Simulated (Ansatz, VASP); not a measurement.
# Two plane-wave programs on RbAg4

```
Rb Ag
1.0
     5.57259    0.00000    0.00000
    -2.78630    4.82601    0.00000
     0.00000    0.00000    6.52938
Rb Ag
1 4
Direct
  0.00000 0.00000 0.50000
  0.50056 0.00000 0.00000
  0.00000 0.50056 0.00000
  0.49944 0.49944 0.00000
  0.00000 0.00000 0.00000
```

Alike in both runs: functional PBE; k mesh 4 × 4 × 3; occupations gaussian, width 0.2 eV; no spin polarisation.

Ansatz relaxed the structure, and its values are those at the end. VASP's run is a single point on that final structure, the one shown.

|  | VASP | Ansatz |
| --- | --- | --- |
| version | VASP 6.6.1 | Ansatz 0.2.0 |
| potentials or method | VASP PAW PBE potentials, release 64 (Rb_sv, Ag), cutoff 520 eV | scalar-relativistic, plane waves, PAW |
| valence electrons in the cell | 53 | 85 |

VASP gave:

- gap on the k mesh at the Fermi level (eV): none
- pressure (GPa): 0.1
- rms of the force components (eV/Å): 0.006

Q: What did Ansatz give for the same quantities?

A: gap on the k mesh at the Fermi level (eV): none; pressure (GPa): 0.2; rms of the force components (eV/Å): 0.006.

A gap of «none» marks a metal or a gap that the smearing closes. VASP's potentials hold 53 valence electrons a cell and Ansatz's 85, so a difference there can come from the potentials and not from the codes.
